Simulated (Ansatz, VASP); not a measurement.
# Ca: VASP beside Ansatz

INCAR

```
SYSTEM = Ca
  ALGO = Normal
  EDIFF = 1E-7
  ENCUT = 520
  GGA = PE
  ISIF = 2
  ISMEAR = -1
  LASPH = .TRUE.
  LCHARG = .FALSE.
  LREAL = .FALSE.
  LWAVE = .FALSE.
  NBANDS = 11
  NELM = 100
  PREC = Accurate
  SIGMA = 0.08
```

File KPOINTS:

```
k-points
0
G
  12 12 11
  0 0 0
```

Contents of POSCAR:

```
Ca
1.0
    3.2061829656      0.0000000000      0.0000000000
   -1.6030914828      2.7766358974      0.0000000000
    0.0000000000      0.0000000000      2.8968264772
Ca
1
Direct
    0.0000000000      0.0000000000      0.0000000000
```

Input for Ansatz:

```yaml
crystal:
  lattice:
    - [3.2061829656, 0.0, 0.0]
    - [-1.6030914828, 2.7766358974, 0.0]
    - [0.0, 0.0, 2.8968264772]
  atoms:
    - { symbol: Ca, position: [0.0, 0.0, 0.0] }
kpoints:
  mp_grid: { grid: [12, 12, 11] }
scf:
  occupations: { method: fermi_dirac, width: 0.08 }
hamiltonian:
  xc: pbe
  pseudopotentials: { kind: paw }
output:
  forces: true
  stress: true
  eigenvalues: true
  populations: true
  write_density: true
  write_potential: true
  elf: true
  volumetric_format: npy
```

Change from the starting cell: volume scaled by 0.6, PAW files.

Alike in both runs: task single point; functional PBE; k mesh 12 × 12 × 11; occupations fermi-dirac, width 0.08 eV; no spin polarisation.

|  | VASP | Ansatz |
| --- | --- | --- |
| version | VASP 6.6.1 | Ansatz 0.2.0 |
| potentials or method | VASP PAW PBE potentials, release 64 (Ca_sv) | PAW with Ansatz's default frozen-core files, scalar-relativistic |
| plane-wave cutoff (eV) | 520 | 420 |
| valence electrons in the cell | 10 | 10 |

|  | VASP | Ansatz | Ansatz less VASP |
| --- | --- | --- | --- |
| pressure (GPa) | 15.2 | 15.1 | -0.09 |
| traceless stress, the component that is largest in VASP (GPa) | -0.02 | -0.08 | -0.055 |
